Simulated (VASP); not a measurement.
# F2 in VASP: single point with PBEsol

Aim: the single point of F2 with PBEsol.

Everything below comes from runs of VASP 6.6.1. Logs are shortened: lines on timing, memory, paths and dates and some standing lists are left out, and cuts for length are marked.

### Step 1. The cell of the first run

The cell holds a molecule in a box, 2 atoms: a = 12.000 Å, b = 12.200 Å, c = 12.400 Å, α = 90.00°, β = 90.00°, γ = 90.00°.

### Step 2. Single point, PBEsol

The input, INCAR:

```
SYSTEM = F
PREC = Accurate
ENCUT = 520
EDIFF = 1E-6
ISMEAR = 0
SIGMA = 0.01
LREAL = .FALSE.
LASPH = .TRUE.
NELM = 120
ALGO = Normal
ISIF = 2
LWAVE = .FALSE.
LCHARG = .TRUE.
GGA = PS
LELF = .TRUE.
LVHAR = .TRUE.
NBANDS = 14
GGA_COMPAT = .FALSE.
NELMDL = -8
```

The input, KPOINTS:

```
regular mesh
0
G
  1 1 1
  0 0 0
```

The input, POSCAR:

```
F
1.0
   12.0000000000      0.0000000000      0.0000000000
    0.0000000000     12.2000000000      0.0000000000
    0.0000000000      0.0000000000     12.4000000000
F
2
Direct
    0.5000000000      0.5000000000      0.4436262979
    0.5000000000      0.5000000000      0.5563737021
```

Potentials or basis: VASP PAW PBE potentials, release 64 (F).

Command:

```bash
cat potpaw_PBE.64/F/POTCAR > POTCAR
mpirun -np 1 vasp_gam > vasp.out
```

OUTCAR:

```text
SYSTEM = F
   PREC = Accurate
   ENCUT = 520
   EDIFF = 1E-6
   ISMEAR = 0
   LREAL = .FALSE.
   LASPH = .TRUE.
   NELM = 120
   ISIF = 2
   GGA = PS
   NELMDL = -8

 ion  position               nearest neighbor table
   1  0.500  0.500  0.444-   2 1.40
   2  0.500  0.500  0.556-   1 1.40

  LATTYP: Found a simple orthorhombic cell.
 ALAT       =    12.0000000000
 B/A-ratio  =     1.0166666667
 C/A-ratio  =     1.0333333333

  Lattice vectors:

 A1 = (  12.0000000000,   0.0000000000,   0.0000000000)
 A2 = (   0.0000000000,  12.2000000000,   0.0000000000)
 A3 = (   0.0000000000,   0.0000000000,  12.4000000000)

Analysis of symmetry for initial positions (statically):
=====================================================================
 Subroutine PRICEL returns:
 Original cell was already a primitive cell.

 Routine SETGRP: Setting up the symmetry group for a
 simple orthorhombic supercell.

 Subroutine GETGRP returns: Found  8 space group operations
 (whereof  8 operations were pure point group operations)
 out of a pool of  8 trial point group operations.

The static configuration has the point symmetry D_2h.

Analysis of symmetry for dynamics (positions and initial velocities):
=====================================================================
 Subroutine PRICEL returns:
 Original cell was already a primitive cell.

 Routine SETGRP: Setting up the symmetry group for a
 simple orthorhombic supercell.

 Subroutine GETGRP returns: Found  8 space group operations
 (whereof  8 operations were pure point group operations)
 out of a pool of  8 trial point group operations.

The dynamic configuration has the point symmetry D_2h.

 Subroutine INISYM returns: Found  8 space group operations
 (whereof  8 operations are pure point group operations),
 and found     1 'primitive' translations

----------------------------------------------------------------------------------------

                                     Primitive cell

  volume of cell :    1815.3600

  direct lattice vectors                    reciprocal lattice vectors
    12.000000000  0.000000000  0.000000000     0.083333333  0.000000000  0.000000000
     0.000000000 12.200000000  0.000000000     0.000000000  0.081967213  0.000000000
     0.000000000  0.000000000 12.400000000     0.000000000  0.000000000  0.080645161

  length of vectors
    12.000000000 12.200000000 12.400000000     0.083333333  0.081967213  0.080645161

  position of ions in fractional coordinates (direct lattice)
     0.500000000  0.500000000  0.443626298
     0.500000000  0.500000000  0.556373702

  ion indices of the primitive-cell ions
   primitive index   ion index
                 1           1
                 2           2

----------------------------------------------------------------------------------------

 KPOINTS: regular mesh

Automatic generation of k-mesh.
 Grid dimensions read from file:
 generate k-points for:    1    1    1

 Generating k-lattice:

  Cartesian coordinates                     Fractional coordinates (reciprocal lattice)
     0.083333333  0.000000000  0.000000000     1.000000000  0.000000000  0.000000000
     0.000000000  0.081967213  0.000000000     0.000000000  1.000000000  0.000000000
     0.000000000  0.000000000  0.080645161     0.000000000  0.000000000  1.000000000

  Length of vectors
     0.083333333  0.081967213  0.080645161

  Shift w.r.t. Gamma in fractional coordinates (k-lattice)
     0.000000000  0.000000000  0.000000000

 Subroutine IBZKPT returns following result:
 ===========================================

 Found      1 irreducible k-points:

 Following reciprocal coordinates:
            Coordinates               Weight
  0.000000  0.000000  0.000000      1.000000
   k-points           NKPTS =      1   k-points in BZ     NKDIM =      1   number of bands    NBANDS=     14
   number of dos      NEDOS =    301   number of ions     NIONS =      2
   total plane-waves  NPLWV = 829440
   dimension x,y,z NGX =    90 NGY =   96 NGZ =   96
   dimension x,y,z NGXF=   180 NGYF=  192 NGZF=  192
   ions per type =               2
   NGX,Y,Z   is equivalent  to a cutoff of  12.47, 13.08, 12.87 a.u.
   NGXF,Y,Z  is equivalent  to a cutoff of  24.94, 26.16, 25.74 a.u.
 SYSTEM =  F
   PREC   = accura    normal or accurate (medium, high low for compatibility)
   ISTART =      0    job   : 0-new  1-cont  2-samecut
   ICHARG =      2    charge: 1-file 2-atom 10-const
   ISPIN  =      1    spin polarized calculation?
   LNONCOLLINEAR =      F non collinear calculations
   LSORBIT =      F    spin-orbit coupling
   LASPH  =      T    aspherical Exc in radial PAW
   ENCUT  =  520.0 eV  38.22 Ry    6.18 a.u.  22.31 22.68 23.06*2*pi/ulx,y,z
   NELM   =    120;   NELMIN=  2; NELMDL= -8     # of ELM steps
   EDIFF  = 0.1E-05   stopping-criterion for ELM
   LREAL  =      F    real-space projection
   EDIFFG = 0.1E-04   stopping-criterion for IOM
   NSW    =      0    number of steps for IOM
   IBRION =     -1    ionic relax: 0-MD 1-quasi-New 2-CG
   NFREE  =      0    steps in history (QN), initial steepest desc. (CG)
   ISIF   =      2    stress and relaxation
   ISYM   =      2    0-nonsym 1-usesym 2-fastsym
   POTIM  = 0.5000    time-step for ionic-motion
   TEBEG  =    0.0;   TEEND  =   0.0 temperature during run
   PSTRESS=    0.0 pullay stress
   NELECT =      14.0000    total number of electrons
   NUPDOWN=      -1.0000    fix difference up-down
   EMIN   =  10.00;   EMAX   =-10.00  energy-range for DOS
   EFERMI =   0.00;   METHOD = LEGACY
   ISMEAR =     0;   SIGMA  =   0.01  broadening in eV -4-tet -1-fermi 0-gaus
   EFERMI_NEDOS =   21; number of points for ismear=-14 and -15
   IALGO  =     38    algorithm
   IMIX   =      4    mixing-type and parameters
     AMIX     =   0.40;   BMIX     =  1.00
     AMIX_MAG =   1.60;   BMIX_MAG =  1.00
  volume/ion in A,a.u.               =     907.68      6125.33
  Fermi-wavevector in a.u.,A,eV,Ry     =   0.323442  0.611217  1.423371  0.104615
  Thomas-Fermi vector in A             =   1.212697
   LORBIT       =      0    0 simple, 1 ext, 2 COOP (PROOUT), +10 PAW based schemes
   GGA     = PS    functional components
   LHFCALC =     F    Hartree Fock is set to
   AEXX    =    0.0000 exact exchange contribution
   IVDW    =     0    specifies the selected vdW correction
   LEPSILON=     F    determine dielectric tensor
   LRPA    =     F    only Hartree local field effects (RPA)
 non-spin polarized calculation
 Gauss-broadening in eV      SIGMA  =   0.01
  energy-cutoff  :      520.00
  volume of cell :     1815.36
 maximum number of plane-waves:     24454
 NGX is ok and might be reduce to    90
   NGX = 45   NGY = 45   NGZ = 47

 number of electron      13.9999995 magnetization

 Free energy of the ion-electron system (eV)
  ---------------------------------------------------
  ext. energy  EPLUGINS =         0.00000000
  ---------------------------------------------------
  free energy    TOTEN  =        -3.86424794 eV

  energy without entropy =       -3.86424794  energy(sigma->0) =       -3.86424794

 E-fermi :  -9.1929     XC(G=0):  -0.3016

 val. band max:       -9.2552300761   @ k =   0.0000   0.0000   0.0000
 cond. band min:      -5.5973605957   @ k =   0.0000   0.0000   0.0000
 fundamental gap:      3.6578694804
 Fermi energy:        -9.1929349577

 k-point     1 :       0.0000    0.0000    0.0000
  band No.  band energies     occupation
      1     -34.0972      2.00000
      2     -27.3771      2.00000
      3     -15.4296      2.00000
      4     -12.8129      2.00000
      5     -12.8129      2.00000
      6      -9.2553      2.00000
      7      -9.2552      2.00000
      8      -5.5974      0.00000
      9      -0.2002      0.00000
     10       0.6630      0.00000
     11       0.8137      0.00000
     12       0.8736      0.00000
     13       0.9025      0.00000
     14       0.9833      0.00000

------------------------ aborting loop because EDIFF is reached ----------------------------------------

  FORCE on cell =-STRESS in cart. coord.  units (eV):
  Direction    XX          YY          ZZ          XY          YZ          ZX
  --------------------------------------------------------------------------------------
  -------------------------------------------------------------------------------------
  Total       -0.1224081     -0.1203213      0.5176461      0.0000000      0.0000000      0.0000000
  in kB       -0.1080333     -0.1061916      0.4568575      0.0000000      0.0000000      0.0000000
  external PRESSURE =       0.0808775 kB  Pullay stress =       0.0000000 kB

 VOLUME and BASIS-vectors are now :
 -----------------------------------------------------------------------------
  energy-cutoff  :      520.00
  volume of cell :     1815.36
      direct lattice vectors                 reciprocal lattice vectors
    12.000000000  0.000000000  0.000000000     0.083333333  0.000000000  0.000000000
     0.000000000 12.200000000  0.000000000     0.000000000  0.081967213  0.000000000
     0.000000000  0.000000000 12.400000000     0.000000000  0.000000000  0.080645161

 POSITION                                       TOTAL-FORCE (eV/Angst)
 -----------------------------------------------------------------------------------
      6.00000      6.10000      5.50097         0.000000      0.000000     -0.440423
      6.00000      6.10000      6.89903         0.000000      0.000000      0.440423
 -----------------------------------------------------------------------------------
    total drift:                                0.000000     -0.000000      0.000000

  FREE ENERGIE OF THE ION-ELECTRON SYSTEM (eV)
  ---------------------------------------------------
  free  energy   TOTEN  =        -3.8642479358 eV

  energy  without entropy=       -3.8642479358  energy(sigma->0) =       -3.86424794
```

Wall time 70 s (1 thread of Intel Xeon 6975P-C (Granite Rapids), shared host); peak memory 1.3 GiB.

Results:

- Free energy: -3.8642 eV
- Largest force: 0.440 eV/Å
- Gap between the frontier levels: 3.66 eV

Forces in eV/Å, atoms in the order of the input:
```
F    0.000  0.000 -0.440
F    0.000  0.000  0.440
```

Caveat: the PAW data sets were made with another functional, which shifts forces and pressure a little.
